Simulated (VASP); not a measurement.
Set up this calculation in VASP 6.6.1, as the native input.

```yaml
Task: single point
Functional: PBEsol
Potentials_or_basis: VASP PAW PBE potentials, release 64 (Pb_d, O)
Cutoff: 520 eV
k_mesh: 6 × 6 × 8
Occupations: fermi-dirac, width 0.05 eV
Spin: no spin polarisation
Dipole_correction: no
Further_INCAR_settings: ALGO = Normal; EDIFF = 1e-06; NBANDS = 35
```

The structure of PbO2 lies in POSCAR:

```
PbO2
1.0
    4.9614356393      0.0000000000      0.0000000000
    0.0000000000      4.9614356393      0.0000000000
    0.0000000000      0.0000000000      3.3861210695
Pb O
2 4
Direct
    0.5000000000      0.5000000000      0.5000000000
    0.0000000000      0.0000000000      0.0000000000
    0.6925710400      0.6925710400      0.0000000000
    0.8074289600      0.1925710400      0.5000000000
    0.1925710400      0.8074289600      0.5000000000
    0.3074289600      0.3074289600      0.0000000000
```

These files were run (other wordings do the same):

INCAR

```
SYSTEM = PbO2
PREC = Accurate
ENCUT = 520
EDIFF = 1E-6
ISMEAR = -1
SIGMA = 0.05
LREAL = .FALSE.
LASPH = .TRUE.
NELM = 60
ALGO = Normal
ISIF = 2
LWAVE = .FALSE.
LCHARG = .FALSE.
GGA = PS
NBANDS = 35
```

KPOINTS

```
Automatic mesh
0
G
  6 6 8
  0 0 0
```

Potentials or basis: VASP PAW PBE potentials, release 64 (Pb_d, O).

Launch:

```sh
$ cat potpaw_PBE.64/Pb_d/POTCAR potpaw_PBE.64/O/POTCAR > POTCAR
$ mpirun -np 1 vasp_std > vasp.out
```

It gave:

```
Pressure               : 3.5 GPa
Largest force          : 0.041 eV/Å
Band gap on the k mesh : 0.11 eV (least direct gap 0.16 eV)
```

Caveat: the cell stands under pressure; the PAW data sets were made with another functional, which shifts forces and pressure a little; spin-orbit coupling is left out, which moves the levels of the heavy elements.

Run time: 3.6 min on 1 thread of Intel Xeon 8259CL (shared host), peak memory 0.27 GiB.
